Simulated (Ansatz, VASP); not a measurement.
Two plane-wave programs on Be

```xyz
4
Lattice="3.8391 0.0227 -0.0203 0.0227 3.7895 -0.0375 -0.0124 -0.0228 2.3284" Properties=species:S:1:pos:R:3 pbc="T T T"
Be    1.0937    1.1007   -0.0223
Be    2.8463    2.7400   -0.2107
Be    0.7657    2.9115    1.2700
Be    3.0056    0.8495    1.1758
```

Change from the starting cell: all atoms moved at random, cell strained at random.

Alike in both runs: task single point; functional PBE; k mesh 10 × 10 × 16; occupations gaussian, width 0.1 eV; no spin polarisation.

|  | VASP | Ansatz |
| --- | --- | --- |
| version | VASP 6.6.1 | Ansatz 0.2.0 |
| potentials or method | VASP PAW PBE potentials, release 64 (Be), cutoff 520 eV | scalar-relativistic, plane waves, PAW |
| valence electrons in the cell | 8 | 8 |

Ansatz gave:

* gap on the k mesh at the Fermi level (eV): none
* pressure (GPa): -3.8
* traceless stress, the component that is largest in VASP (GPa): 2.15
* rms of the force components (eV/Å): 0.838

Q: Which values does VASP return?

A: gap on the k mesh at the Fermi level (eV): none; pressure (GPa): -3.6; traceless stress, the component that is largest in VASP (GPa): 2.15; rms of the force components (eV/Å): 0.841.

Atom by atom the forces differ by 0.004 eV/Å (rms over components). A gap of «none» marks a metal or a gap that the smearing closes.
